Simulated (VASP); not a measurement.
# S (P6_3/mmc) in VASP: a series of runs

The runs below take S through single point, with PBE.

All numbers are computed with VASP 6.6.1; they aren't measurements. Logs are shortened: lines on timing, memory, paths and dates and some standing lists are left out, and cuts for length are marked.

### Step 1. The cell of the first run

The structure is hexagonal, space group P6_3/mmc (No. 194). The conventional cell has a = 2.609 Å, b = 2.609 Å, c = 3.313 Å, α = 90.00°, β = 90.00°, γ = 120.00°. S (site symmetry -6m2) has 12 S at 2.24 to 2.61 Å within 3.0 Å.

This isn't the form of S at room conditions, which is orthorhombic, of S8 rings.

### Step 2. Single point, PBE

The input, INCAR:

```
SYSTEM = S
PREC = Accurate ; ENCUT = 520
EDIFF = 1E-7 ; ISMEAR = -1
SIGMA = 0.08 ; LREAL = .False.
LASPH = .True. ; NELM = 60
ALGO = Normal ; ISIF = 2
LWAVE = .False. ; LCHARG = .False.
GGA = PE ; NBANDS = 13
```

The input, KPOINTS:

```
Automatic mesh
0
Gamma
  18 18 10
  0 0 0
```

The input, POSCAR:

```
S
1.0
    2.6089921637      0.0000000000      0.0000000000
   -1.3044960818      2.2594534920      0.0000000000
    0.0000000000      0.0000000000      3.3129768855
S
2
Direct
    0.3333333333      0.6666666667      0.2500000000
    0.6666666667      0.3333333333      0.7500000000
```

Potentials or basis: VASP PAW PBE potentials, release 64 (S).

Run with:

```bash
cat potpaw_PBE.64/S/POTCAR > POTCAR
mpirun -np 1 vasp_std > vasp.out
```

OUTCAR:

```text
SYSTEM = S
   PREC = Accurate
   ENCUT = 520
   EDIFF = 1E-7
   ISMEAR = -1
   LREAL = .False.
   LASPH = .True.
   NELM = 60
   ISIF = 2
   GGA = PE

 ion  position               nearest neighbor table
   1  0.333  0.667  0.250-   2 2.24   2 2.24   2 2.24   2 2.24   2 2.24   2 2.24
   2  0.667  0.333  0.750-   1 2.24   1 2.24   1 2.24   1 2.24   1 2.24   1 2.24

  LATTYP: Found a hexagonal cell.
 ALAT       =     2.6089921637
 C/A-ratio  =     1.2698301404

  Lattice vectors:

 A1 = (   2.6089921637,   0.0000000000,   0.0000000000)
 A2 = (  -1.3044960818,   2.2594534920,   0.0000000000)
 A3 = (   0.0000000000,   0.0000000000,   3.3129768855)

Analysis of symmetry for initial positions (statically):
=====================================================================
 Subroutine PRICEL returns:
 Original cell was already a primitive cell.

 Routine SETGRP: Setting up the symmetry group for a
 hexagonal supercell.

 Subroutine GETGRP returns: Found 24 space group operations
 (whereof 12 operations were pure point group operations)
 out of a pool of 24 trial point group operations.

The static configuration has the point symmetry D_3d.
 The point group associated with its full space group is D_6h.

Analysis of symmetry for dynamics (positions and initial velocities):
=====================================================================
 Subroutine PRICEL returns:
 Original cell was already a primitive cell.

 Routine SETGRP: Setting up the symmetry group for a
 hexagonal supercell.

 Subroutine GETGRP returns: Found 24 space group operations
 (whereof 12 operations were pure point group operations)
 out of a pool of 24 trial point group operations.

The dynamic configuration has the point symmetry D_3d.
 The point group associated with its full space group is D_6h.

 Subroutine INISYM returns: Found 24 space group operations
 (whereof 12 operations are pure point group operations),
 and found     1 'primitive' translations

----------------------------------------------------------------------------------------

                                     Primitive cell

  volume of cell :      19.5297

  direct lattice vectors                    reciprocal lattice vectors
     2.608992164  0.000000000  0.000000000     0.383289768  0.221292450  0.000000000
    -1.304496082  2.259453492  0.000000000     0.000000000  0.442584901  0.000000000
     0.000000000  0.000000000  3.312976885     0.000000000  0.000000000  0.301843337

  length of vectors
     2.608992164  2.608992164  3.312976885     0.442584901  0.442584901  0.301843337

  position of ions in fractional coordinates (direct lattice)
     0.333333333  0.666666667  0.250000000
     0.666666667  0.333333333  0.750000000

  ion indices of the primitive-cell ions
   primitive index   ion index
                 1           1
                 2           2

----------------------------------------------------------------------------------------

 KPOINTS: Automatic mesh

Automatic generation of k-mesh.
 Grid dimensions read from file:
 generate k-points for:   18   18   10

 Generating k-lattice:

  Cartesian coordinates                     Fractional coordinates (reciprocal lattice)
     0.021293876  0.012294025  0.000000000     0.055555556 -0.000000000  0.000000000
     0.000000000  0.024588050  0.000000000     0.000000000  0.055555556  0.000000000
     0.000000000  0.000000000  0.030184334     0.000000000  0.000000000  0.100000000

  Length of vectors
     0.024588050  0.024588050  0.030184334

  Shift w.r.t. Gamma in fractional coordinates (k-lattice)
     0.000000000  0.000000000  0.000000000

 Subroutine IBZKPT returns following result:
 ===========================================

 Found    222 irreducible k-points:

 Following reciprocal coordinates:
            Coordinates               Weight
  0.000000  0.000000  0.000000      1.000000
  0.055556  0.000000  0.000000      6.000000
  0.111111  0.000000  0.000000      6.000000
  0.166667  0.000000  0.000000      6.000000
  0.222222  0.000000  0.000000      6.000000
  0.277778  0.000000  0.000000      6.000000
[... 16 lines left out ...]
  0.333333  0.111111  0.000000     12.000000
  0.388889  0.111111  0.000000     12.000000
 [... further k-points ...]
   k-points           NKPTS =    222   k-points in BZ     NKDIM =    222   number of bands    NBANDS=     13
   number of dos      NEDOS =    301   number of ions     NIONS =      2
   total plane-waves  NPLWV =  11200
   dimension x,y,z NGX =    20 NGY =   20 NGZ =   28
   dimension x,y,z NGXF=    40 NGYF=   40 NGZF=   56
   ions per type =               2
   NGX,Y,Z   is equivalent  to a cutoff of  12.74, 12.74, 14.05 a.u.
   NGXF,Y,Z  is equivalent  to a cutoff of  25.49, 25.49, 28.10 a.u.
 SYSTEM =  S
   PREC   = accura    normal or accurate (medium, high low for compatibility)
   ISTART =      0    job   : 0-new  1-cont  2-samecut
   ICHARG =      2    charge: 1-file 2-atom 10-const
   ISPIN  =      1    spin polarized calculation?
   LNONCOLLINEAR =      F non collinear calculations
   LSORBIT =      F    spin-orbit coupling
   LASPH  =      T    aspherical Exc in radial PAW
   ENCUT  =  520.0 eV  38.22 Ry    6.18 a.u.   4.85  4.85  6.16*2*pi/ulx,y,z
   NELM   =     60;   NELMIN=  2; NELMDL= -5     # of ELM steps
   EDIFF  = 0.1E-06   stopping-criterion for ELM
   LREAL  =      F    real-space projection
   EDIFFG = 0.1E-05   stopping-criterion for IOM
   NSW    =      0    number of steps for IOM
   IBRION =     -1    ionic relax: 0-MD 1-quasi-New 2-CG
   NFREE  =      0    steps in history (QN), initial steepest desc. (CG)
   ISIF   =      2    stress and relaxation
   ISYM   =      2    0-nonsym 1-usesym 2-fastsym
   POTIM  = 0.5000    time-step for ionic-motion
   TEBEG  =    0.0;   TEEND  =   0.0 temperature during run
   PSTRESS=    0.0 pullay stress
   NELECT =      12.0000    total number of electrons
   NUPDOWN=      -1.0000    fix difference up-down
   EMIN   =  10.00;   EMAX   =-10.00  energy-range for DOS
   EFERMI =   0.00;   METHOD = LEGACY
   ISMEAR =    -1;   SIGMA  =   0.08  broadening in eV -4-tet -1-fermi 0-gaus
   EFERMI_NEDOS =   21; number of points for ismear=-14 and -15
   IALGO  =     38    algorithm
   IMIX   =      4    mixing-type and parameters
     AMIX     =   0.40;   BMIX     =  1.00
     AMIX_MAG =   1.60;   BMIX_MAG =  1.00
  volume/ion in A,a.u.               =       9.76        65.90
  Fermi-wavevector in a.u.,A,eV,Ry     =   1.391779  2.630082 26.355161  1.937050
  Thomas-Fermi vector in A             =   2.515586
   LORBIT       =      0    0 simple, 1 ext, 2 COOP (PROOUT), +10 PAW based schemes
   GGA     = PE    functional components
   LHFCALC =     F    Hartree Fock is set to
   AEXX    =    0.0000 exact exchange contribution
   IVDW    =     0    specifies the selected vdW correction
   LEPSILON=     F    determine dielectric tensor
   LRPA    =     F    only Hartree local field effects (RPA)
 non-spin polarized calculation
  energy-cutoff  :      520.00
  volume of cell :       19.53
 maximum number of plane-waves:       541
 NGX is ok and might be reduce to    20
   NGX =  9   NGY =  9   NGZ = 13

 number of electron      12.0000000 magnetization

 Free energy of the ion-electron system (eV)
  ---------------------------------------------------
  ext. energy  EPLUGINS =         0.00000000
  ---------------------------------------------------
  free energy    TOTEN  =        -3.43548283 eV

  energy without entropy =       -3.42112622  energy(sigma->0) =       -3.42830453

 E-fermi :  16.4827     XC(G=0): -13.5149

 val. band max:       16.4797327427   @ k =   0.2778   0.0000   0.4000
 cond. band min:      16.4996678655   @ k =   0.1111   0.0000   0.4000
 fundamental gap:      0.0199351229
 Fermi energy:        16.4826947740

 k-point     1 :       0.0000    0.0000    0.0000
  band No.  band energies     occupation
      1      -7.1045      2.00000
      2       4.9140      2.00000
      3       5.7963      2.00000
      4      15.4247      2.00000
      5      15.4247      2.00000
      6      19.3401      0.00000
      7      19.3401      0.00000
      8      21.9512      0.00000
      9      25.2879      0.00000
     10      28.1593      0.00000
     11      28.2119      0.00000
     12      28.2119      0.00000
     13      29.0881      0.00000

 k-point     2 :       0.0556    0.0000    0.0000
  band No.  band energies     occupation
      1      -7.0221      2.00000
      2       4.9900      2.00000
      3       5.8644      2.00000
      4      14.6547      2.00000
      5      15.1401      2.00000
      6      19.2073      0.00000
      7      19.6431      0.00000
      8      22.5098      0.00000
      9      24.6100      0.00000
     10      27.1331      0.00000
     11      28.0848      0.00000
     12      28.8442      0.00000
     13      29.3233      0.00000

 k-point     3 :       0.1111    0.0000    0.0000
  band No.  band energies     occupation
      1      -6.7752      2.00000
      2       5.2173      2.00000
      3       6.0615      2.00000
      4      12.9882      2.00000
      5      14.4964      2.00000
      6      18.6790      0.00000
      7      20.2982      0.00000
      8      23.1539      0.00000
      9      23.6157      0.00000
     10      26.0817      0.00000
     11      27.9419      0.00000
     12      28.2494      0.00000
     13      30.0409      0.00000
[... 305 lines left out ...]
 k-point    23 :       0.3333    0.1111    0.0000
  band No.  band energies     occupation
      1      -2.9609      2.00000
      2       3.0837      2.00000
      3       8.6606      2.00000
      4       9.0761      2.00000
      5      10.5565      2.00000
      6      14.7068      2.00000
      7      15.3403      2.00000
      8      19.8971      0.00000
      9      19.9684      0.00000
     10      22.8996      0.00000
     11      29.3831      0.00000
     12      30.8744      0.00000
     13      32.8386      0.00000

 k-point    24 :       0.3889    0.1111    0.0000
  band No.  band energies     occupation
      1      -1.9200      2.00000
      2       1.6687      2.00000
      3       8.9393      2.00000
      4       9.5177      2.00000
      5      11.4330      2.00000
      6      13.4945      2.00000
      7      14.0875      2.00000
      8      19.5254      0.00000
      9      19.8392      0.00000
     10      22.5954      0.00000
     11      30.4151      0.00000
     12      30.6834      0.00000
     13      33.5894      0.00000

 [... further k-points ...]

------------------------ aborting loop because EDIFF is reached ----------------------------------------

  FORCE on cell =-STRESS in cart. coord.  units (eV):
  Direction    XX          YY          ZZ          XY          YZ          ZX
  --------------------------------------------------------------------------------------
  -------------------------------------------------------------------------------------
  Total       13.2579666     13.2579666     13.2381147      0.0000000     -0.0000000      0.0000000
  in kB     1087.6593929   1087.6593928   1086.0307793      0.0000000     -0.0000000      0.0000000
  external PRESSURE =    1087.1165217 kB  Pullay stress =       0.0000000 kB

 VOLUME and BASIS-vectors are now :
 -----------------------------------------------------------------------------
  energy-cutoff  :      520.00
  volume of cell :       19.53
      direct lattice vectors                 reciprocal lattice vectors
     2.608992164  0.000000000  0.000000000     0.383289768  0.221292450  0.000000000
    -1.304496082  2.259453492  0.000000000     0.000000000  0.442584901  0.000000000
     0.000000000  0.000000000  3.312976885     0.000000000  0.000000000  0.301843337

 POSITION                                       TOTAL-FORCE (eV/Angst)
 -----------------------------------------------------------------------------------
     -0.00000      1.50630      0.82824         0.000000      0.000000      0.000000
      1.30450      0.75315      2.48473        -0.000000      0.000000      0.000000
 -----------------------------------------------------------------------------------
    total drift:                               -0.000000      0.000000      0.000000

  FREE ENERGIE OF THE ION-ELECTRON SYSTEM (eV)
  ---------------------------------------------------
  free  energy   TOTEN  =        -3.4354828279 eV

  energy  without entropy=       -3.4211262248  energy(sigma->0) =       -3.42830453
```

Wall time 32 s (1 thread of Intel Xeon Platinum 8488C (Sapphire Rapids), shared host); peak memory 0.15 GiB.

What came out:

* Free energy: -3.4355 eV
* Pressure: 108.7 GPa
* Band gap on the k mesh: zero (bands 6 and 7 overlap by 6.30 eV)

Caveat: the cell stands under pressure.

(Part 1 of 2 ends here.)
